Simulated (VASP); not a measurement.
Input of a VASP 6.6.1 run:

The input INCAR:

```
SYSTEM = Sr2CoHgO6
PREC = Accurate
ENCUT = 520
EDIFF = 1E-7
ISMEAR = -1
SIGMA = 0.1
LREAL = .FALSE.
LASPH = .TRUE.
NELM = 100
ALGO = Normal
ISIF = 2
LWAVE = .FALSE.
LCHARG = .FALSE.
GGA = PE
NBANDS = 50
```

KPOINTS

```
Automatic mesh
0
G
  5 5 5
  0 0 0
```

POSCAR

```
Sr2CoHgO6
1.0
    0.0000000000      5.6289700000      0.0000000000
    5.6289700000      0.0000000000      0.0000000000
    2.8144850000      2.8144850000     -4.0388630000
Hg O Sr Co
1 6 2 1
Direct
    0.5000000000      0.5000000000      0.0000000000
    0.2570000000      0.2570000000      0.4860000000
    0.7430000000      0.7430000000      0.5140000000
    0.2238000000      0.2934000000      0.0000000000
    0.2934000000      0.7762000000      0.0000000000
    0.7762000000      0.7066000000      0.0000000000
    0.7066000000      0.2238000000      0.0000000000
    0.7500000000      0.2500000000      0.5000000000
    0.2500000000      0.7500000000      0.5000000000
    0.0000000000      0.0000000000      0.0000000000
```

Potentials or basis: VASP PAW PBE potentials, release 64 (Hg, O, Sr_sv, Co).

Run with:

```bash
$ cat potpaw_PBE.64/Hg/POTCAR potpaw_PBE.64/O/POTCAR potpaw_PBE.64/Sr_sv/POTCAR potpaw_PBE.64/Co/POTCAR > POTCAR
$ mpirun -np 1 vasp_std > vasp.out
```

**Question.** Estimate the largest force.

**Answer.** 4.496 eV/Å.

**Question.** Predict the pressure.

**Answer.** 9.3 GPa.

**Question.** Predict the band gap on the k mesh.

**Answer.** Zero (an odd number of electrons rules out a gap without spin polarisation).

Stress tensor (GPa, compression positive):
```
9.10 0.00 0.00
0.00 9.10 0.00
0.00 0.00 9.60
```

Caveat: the cell stands under pressure; spin-orbit coupling is left out, which moves the levels of the heavy elements; an odd number of electrons without spin polarisation forces a metal; a magnetic or distorted state may lie lower; the run has no spin polarisation, though such a crystal can be magnetic; semilocal functionals often make such compounds metallic where correlation or magnetic order opens a gap, which also shifts bond lengths. With open d or f shells a metallic result of PBE can be an artefact of self-interaction; +U or a hybrid may open a gap.
